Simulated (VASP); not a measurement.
# GaN (Cmm2) in VASP: single point with PBE

Aim: the single point of GaN with PBE.

All numbers are computed with VASP 6.6.1; they aren't measurements. Logs are shortened: lines on timing, memory, paths and dates and some standing lists are left out, and cuts for length are marked.

**1. The cell of the first run**

The structure is orthorhombic, space group Cmm2 (No. 35). The conventional cell has a = 6.374 Å, b = 6.374 Å, c = 4.507 Å, α = 90.00°, β = 90.00°, γ = 90.00°. Within 2.5 Å of Ga (site symmetry mm2) lie 4 N at 1.88 to 2.02 Å. Ga (site symmetry mm2) has 4 N at 1.95 Å within 2.6 Å. Within 2.6 Å of Ga (site symmetry 2) lie 4 N at 1.95 Å. N (site symmetry m) has 4 Ga at 1.88 to 1.95 Å within 2.5 Å. N (site symmetry m) has 4 Ga at 1.95 to 2.02 Å within 2.6 Å.

**2. Single point, PBE (atom 1 (Ga) moved -0.120 Å along Cartesian [0 0 1])**

File INCAR:

```
SYSTEM = GaN
ALGO = Normal
EDIFF = 1E-7
ENCUT = 520
GGA = PE
ISIF = 2
ISMEAR = 0
LASPH = .TRUE.
LCHARG = .FALSE.
LREAL = .FALSE.
LWAVE = .FALSE.
NBANDS = 46
NELM = 100
PREC = Accurate
SIGMA = 0.05
```

File KPOINTS:

```
k-points
0
G
  6 6 6
  0 0 0
```

File POSCAR:

```
GaN
1.0
    4.5070012150      0.0000000000      0.0000000000
    0.0000000000     -4.5070012150      0.0000000000
    0.0000000000      0.0000000000     -4.5070012150
Ga N
4 4
Direct
    0.0000000000      0.5000000000      0.5266252424
    0.5000000000      0.0000000000      0.5000000000
    0.5000000000      0.5000000000      0.0000000000
    0.0000000000      0.0000000000      0.0000000000
    0.7500000000      0.7500000000      0.7500000000
    0.2500000000      0.2500000000      0.7500000000
    0.2500000000      0.7500000000      0.2500000000
    0.7500000000      0.2500000000      0.2500000000
```

Potentials or basis: VASP PAW PBE potentials, release 64 (Ga_d, N).

The run is started by

```sh
cat potpaw_PBE.64/Ga_d/POTCAR potpaw_PBE.64/N/POTCAR > POTCAR
mpirun -np 1 vasp_std > vasp.out
```

OUTCAR:

```text
SYSTEM = GaN
   EDIFF = 1E-7
   ENCUT = 520
   GGA = PE
   ISIF = 2
   ISMEAR = 0
   LASPH = .TRUE.
   LREAL = .FALSE.
   NELM = 100
   PREC = Accurate

 ion  position               nearest neighbor table
   1  0.000  0.500  0.527-   5 1.88   6 1.88   7 2.02   8 2.02
   2  0.500  0.000  0.500-   5 1.95   6 1.95   7 1.95   8 1.95
   3  0.500  0.500  0.000-   5 1.95   6 1.95   7 1.95   8 1.95
   4  0.000  0.000  0.000-   5 1.95   6 1.95   7 1.95   8 1.95
   5  0.750  0.750  0.750-   1 1.88   2 1.95   3 1.95   4 1.95
   6  0.250  0.250  0.750-   1 1.88   2 1.95   3 1.95   4 1.95
   7  0.250  0.750  0.250-   2 1.95   3 1.95   4 1.95   1 2.02
   8  0.750  0.250  0.250-   2 1.95   3 1.95   4 1.95   1 2.02

  LATTYP: Found a simple cubic cell.
 ALAT       =     4.5070012150

  Lattice vectors:

 A1 = (   4.5070012150,   0.0000000000,   0.0000000000)
 A2 = (   0.0000000000,  -4.5070012150,   0.0000000000)
 A3 = (   0.0000000000,   0.0000000000,  -4.5070012150)

Analysis of symmetry for initial positions (statically):
=====================================================================
 Subroutine PRICEL returns:
 Original cell was already a primitive cell.

 Routine SETGRP: Setting up the symmetry group for a
 simple cubic supercell.

 Subroutine GETGRP returns: Found  4 space group operations
 (whereof  2 operations were pure point group operations)
 out of a pool of 48 trial point group operations.

The static configuration has the point symmetry C_2 .
 The point group associated with its full space group is C_2v.

Analysis of symmetry for dynamics (positions and initial velocities):
=====================================================================
 Subroutine PRICEL returns:
 Original cell was already a primitive cell.

 Routine SETGRP: Setting up the symmetry group for a
 simple cubic supercell.

 Subroutine GETGRP returns: Found  4 space group operations
 (whereof  2 operations were pure point group operations)
 out of a pool of 48 trial point group operations.

The dynamic configuration has the point symmetry C_2 .
 The point group associated with its full space group is C_2v.

 Subroutine INISYM returns: Found  4 space group operations
 (whereof  2 operations are pure point group operations),
 and found     1 'primitive' translations

----------------------------------------------------------------------------------------

                                     Primitive cell

  volume of cell :      91.5510

  direct lattice vectors                    reciprocal lattice vectors
     4.507001215  0.000000000  0.000000000     0.221877020  0.000000000  0.000000000
     0.000000000 -4.507001215  0.000000000     0.000000000 -0.221877020  0.000000000
     0.000000000  0.000000000 -4.507001215     0.000000000  0.000000000 -0.221877020

  length of vectors
     4.507001215  4.507001215  4.507001215     0.221877020  0.221877020  0.221877020

  position of ions in fractional coordinates (direct lattice)
     0.000000000  0.500000000  0.526625242
     0.500000000  0.000000000  0.500000000
     0.500000000  0.500000000  0.000000000
     0.000000000  0.000000000  0.000000000
     0.750000000  0.750000000  0.750000000
     0.250000000  0.250000000  0.750000000
     0.250000000  0.750000000  0.250000000
     0.750000000  0.250000000  0.250000000

  ion indices of the primitive-cell ions
   primitive index   ion index
                 1           1
                 2           2
                 3           3
                 4           4
                 5           5
                 6           6
                 7           7
                 8           8

----------------------------------------------------------------------------------------

 KPOINTS: k-points

Automatic generation of k-mesh.
 Grid dimensions read from file:
 generate k-points for:    6    6    6

 Generating k-lattice:

  Cartesian coordinates                     Fractional coordinates (reciprocal lattice)
     0.036979503  0.000000000  0.000000000     0.166666667  0.000000000  0.000000000
     0.000000000 -0.036979503  0.000000000     0.000000000  0.166666667  0.000000000
     0.000000000  0.000000000 -0.036979503     0.000000000  0.000000000  0.166666667

  Length of vectors
     0.036979503  0.036979503  0.036979503

  Shift w.r.t. Gamma in fractional coordinates (k-lattice)
     0.000000000  0.000000000  0.000000000

 Subroutine IBZKPT returns following result:
 ===========================================

 Found     52 irreducible k-points:

 Following reciprocal coordinates:
            Coordinates               Weight
  0.000000  0.000000  0.000000      1.000000
  0.166667  0.000000  0.000000      4.000000
  0.000000  0.000000  0.166667      2.000000
  0.333333  0.000000  0.000000      4.000000
  0.000000  0.000000  0.333333      2.000000
  0.500000  0.000000  0.000000      2.000000
[... 16 lines left out ...]
  0.333333  0.000000  0.500000      4.000000
  0.500000  0.500000  0.000000      1.000000
 [... further k-points ...]
   k-points           NKPTS =     52   k-points in BZ     NKDIM =     52   number of bands    NBANDS=     46
   number of dos      NEDOS =    301   number of ions     NIONS =      8
   total plane-waves  NPLWV =  46656
   dimension x,y,z NGX =    36 NGY =   36 NGZ =   36
   dimension x,y,z NGXF=    72 NGYF=   72 NGZF=   72
   ions per type =               4   4
   NGX,Y,Z   is equivalent  to a cutoff of  13.28, 13.28, 13.28 a.u.
   NGXF,Y,Z  is equivalent  to a cutoff of  26.56, 26.56, 26.56 a.u.
 SYSTEM =  GaN
   PREC   = accura    normal or accurate (medium, high low for compatibility)
   ISTART =      0    job   : 0-new  1-cont  2-samecut
   ICHARG =      2    charge: 1-file 2-atom 10-const
   ISPIN  =      1    spin polarized calculation?
   LNONCOLLINEAR =      F non collinear calculations
   LSORBIT =      F    spin-orbit coupling
   LASPH  =      T    aspherical Exc in radial PAW
   ENCUT  =  520.0 eV  38.22 Ry    6.18 a.u.   8.38  8.38  8.38*2*pi/ulx,y,z
   NELM   =    100;   NELMIN=  2; NELMDL= -5     # of ELM steps
   EDIFF  = 0.1E-06   stopping-criterion for ELM
   LREAL  =      F    real-space projection
   EDIFFG = 0.1E-05   stopping-criterion for IOM
   NSW    =      0    number of steps for IOM
   IBRION =     -1    ionic relax: 0-MD 1-quasi-New 2-CG
   NFREE  =      0    steps in history (QN), initial steepest desc. (CG)
   ISIF   =      2    stress and relaxation
   ISYM   =      2    0-nonsym 1-usesym 2-fastsym
   POTIM  = 0.5000    time-step for ionic-motion
   TEBEG  =    0.0;   TEEND  =   0.0 temperature during run
   PSTRESS=    0.0 pullay stress
   NELECT =      72.0000    total number of electrons
   NUPDOWN=      -1.0000    fix difference up-down
   EMIN   =  10.00;   EMAX   =-10.00  energy-range for DOS
   EFERMI =   0.00;   METHOD = LEGACY
   ISMEAR =     0;   SIGMA  =   0.05  broadening in eV -4-tet -1-fermi 0-gaus
   EFERMI_NEDOS =   21; number of points for ismear=-14 and -15
   IALGO  =     38    algorithm
   IMIX   =      4    mixing-type and parameters
     AMIX     =   0.40;   BMIX     =  1.00
     AMIX_MAG =   1.60;   BMIX_MAG =  1.00
  volume/ion in A,a.u.               =      11.44        77.23
  Fermi-wavevector in a.u.,A,eV,Ry     =   1.511117  2.855596 31.068543  2.283473
  Thomas-Fermi vector in A             =   2.621216
   LORBIT       =      0    0 simple, 1 ext, 2 COOP (PROOUT), +10 PAW based schemes
   GGA     = PE    functional components
   LHFCALC =     F    Hartree Fock is set to
   AEXX    =    0.0000 exact exchange contribution
   IVDW    =     0    specifies the selected vdW correction
   LEPSILON=     F    determine dielectric tensor
   LRPA    =     F    only Hartree local field effects (RPA)
 non-spin polarized calculation
 Gauss-broadening in eV      SIGMA  =   0.05
  energy-cutoff  :      520.00
  volume of cell :       91.55
 maximum number of plane-waves:      2517
 NGX is ok and might be reduce to    36
   NGX = 17   NGY = 17   NGZ = 17

 number of electron      72.0000038 magnetization

 Free energy of the ion-electron system (eV)
  ---------------------------------------------------
  ext. energy  EPLUGINS =         0.00000000
  ---------------------------------------------------
  free energy    TOTEN  =       -48.44565426 eV

  energy without entropy =      -48.44565426  energy(sigma->0) =      -48.44565426

 E-fermi :   5.5581     XC(G=0): -11.6664

 val. band max:        5.3504297880   @ k =   0.0000   0.0000   0.0000
 cond. band min:       6.9837649282   @ k =   0.0000   0.0000   0.0000
 fundamental gap:      1.6333351402
 Fermi energy:         5.5581314355

 k-point     1 :       0.0000    0.0000    0.0000
  band No.  band energies     occupation
      1     -10.7080      2.00000
      2      -9.7515      2.00000
      3      -9.5587      2.00000
      4      -9.4280      2.00000
      5      -8.1843      2.00000
      6      -8.1736      2.00000
[... 38 lines left out ...]
     45      15.6069      0.00000
     46      15.6447      0.00000

 k-point     2 :       0.1667    0.0000    0.0000
  band No.  band energies     occupation
      1     -10.6088      2.00000
      2      -9.7720      2.00000
      3      -9.5539      2.00000
      4      -9.4378      2.00000
      5      -8.1674      2.00000
      6      -8.1565      2.00000
[... 38 lines left out ...]
     45      15.8178      0.00000
     46      15.8414      0.00000

 k-point     3 :       0.0000    0.0000    0.1667
  band No.  band energies     occupation
      1     -10.6127      2.00000
      2      -9.7516      2.00000
      3      -9.5814      2.00000
      4      -9.4264      2.00000
      5      -8.1666      2.00000
      6      -8.1500      2.00000
[... 1018 lines left out ...]
     45      14.6972      0.00000
     46      14.8307      0.00000

 k-point    24 :       0.5000    0.5000    0.0000
  band No.  band energies     occupation
      1      -9.9517      2.00000
      2      -9.9272      2.00000
      3      -9.5530      2.00000
      4      -9.5447      2.00000
      5      -8.0856      2.00000
      6      -8.0759      2.00000
[... 38 lines left out ...]
     45      14.6441      0.00000
     46      14.7884      0.00000

 [... further k-points ...]

------------------------ aborting loop because EDIFF is reached ----------------------------------------

  FORCE on cell =-STRESS in cart. coord.  units (eV):
  Direction    XX          YY          ZZ          XY          YZ          ZX
  --------------------------------------------------------------------------------------
  -------------------------------------------------------------------------------------
  Total        3.2920765      3.2920765      2.8716823      1.0318745      0.0000000      0.0000000
  in kB       57.6126004     57.6126004     50.2555399     18.0581991      0.0000000      0.0000000
  external PRESSURE =      55.1602469 kB  Pullay stress =       0.0000000 kB

 VOLUME and BASIS-vectors are now :
 -----------------------------------------------------------------------------
  energy-cutoff  :      520.00
  volume of cell :       91.55
      direct lattice vectors                 reciprocal lattice vectors
     4.507001215  0.000000000  0.000000000     0.221877020  0.000000000  0.000000000
     0.000000000 -4.507001215  0.000000000     0.000000000 -0.221877020  0.000000000
     0.000000000  0.000000000 -4.507001215     0.000000000  0.000000000 -0.221877020

 POSITION                                       TOTAL-FORCE (eV/Angst)
 -----------------------------------------------------------------------------------
      0.00000     -2.25350     -2.37350         0.000000      0.000000      2.111517
      2.25350      0.00000     -2.25350         0.000000      0.000000      0.385053
      2.25350     -2.25350      0.00000         0.000000      0.000000     -0.525301
      0.00000      0.00000      0.00000         0.000000      0.000000     -0.525301
      3.38025     -3.38025     -3.38025        -0.354117     -0.354117     -0.402675
      1.12675     -1.12675     -3.38025         0.354117      0.354117     -0.402675
      1.12675     -3.38025     -1.12675        -0.217543      0.217543     -0.320309
      3.38025     -1.12675     -1.12675         0.217543     -0.217543     -0.320309
 -----------------------------------------------------------------------------------
    total drift:                                0.000000     -0.000000     -0.000232

  FREE ENERGIE OF THE ION-ELECTRON SYSTEM (eV)
  ---------------------------------------------------
  free  energy   TOTEN  =       -48.4456542619 eV

  energy  without entropy=      -48.4456542619  energy(sigma->0) =      -48.44565426
```

Wall time 5.3 min (1 thread of AMD EPYC 7R43 (Zen 3), shared host); peak memory 0.26 GiB.

What came out:

```yaml
Free_energy: -48.4457 eV
Pressure: 5.5 GPa
Largest_force: 2.112 eV/Å
Band_gap_on_the_k_mesh: 1.63 eV
```

Forces on the atoms (eV/Å):
```
Ga   0.000  0.000  2.112
Ga   0.000  0.000  0.385
Ga   0.000  0.000 -0.525
Ga   0.000  0.000 -0.525
N   -0.354 -0.354 -0.403
N    0.354  0.354 -0.403
N   -0.218  0.218 -0.320
N    0.218 -0.218 -0.320
```

Stress tensor (GPa, compression positive):
```
5.76 1.81 0.00
1.81 5.76 0.00
0.00 0.00 5.03
```

Levels at points of the mesh, in eV from the valence-band top:
| k point | band 32 | band 33 | band 34 | band 35 | band 36 | band 37 | band 38 | band 39 | band 40 | band 41 |
| --- | --- | --- | --- | --- | --- | --- | --- | --- | --- | --- |
| (0.00, 0.00, 0.00) | -2.74 | -2.63 | -0.12 | -0.06 | 0.00 | 1.63 | 2.98 | 3.30 | 3.56 | 6.54 |
| (0.50, 0.00, 0.00) | -3.35 | -1.55 | -1.55 | -1.53 | -1.52 | 4.46 | 4.48 | 6.17 | 6.17 | 7.30 |
| (0.00, 0.00, 0.50) | -3.46 | -1.83 | -1.74 | -1.38 | -1.28 | 4.34 | 4.68 | 5.94 | 6.33 | 7.21 |
| (0.50, 0.50, 0.00) | -3.26 | -1.38 | -1.24 | -0.96 | -0.82 | 6.35 | 6.35 | 6.37 | 6.38 | 7.31 |
| (0.00, 0.50, 0.50) | -3.11 | -1.19 | -1.11 | -1.07 | -0.98 | 6.29 | 6.38 | 6.39 | 6.46 | 7.16 |
| (0.50, 0.50, 0.50) | -1.09 | -0.99 | -0.95 | -0.89 | -0.74 | 4.48 | 4.55 | 4.59 | 4.63 | 8.41 |

Caveat: the cell differs from its parent crystal (atom 1 (Ga) moved -0.120 Å along Cartesian [0 0 1]); the cell stands under pressure; forces of over 1 eV/Å act on the atoms, so gaps and moduli don't describe the material at rest.
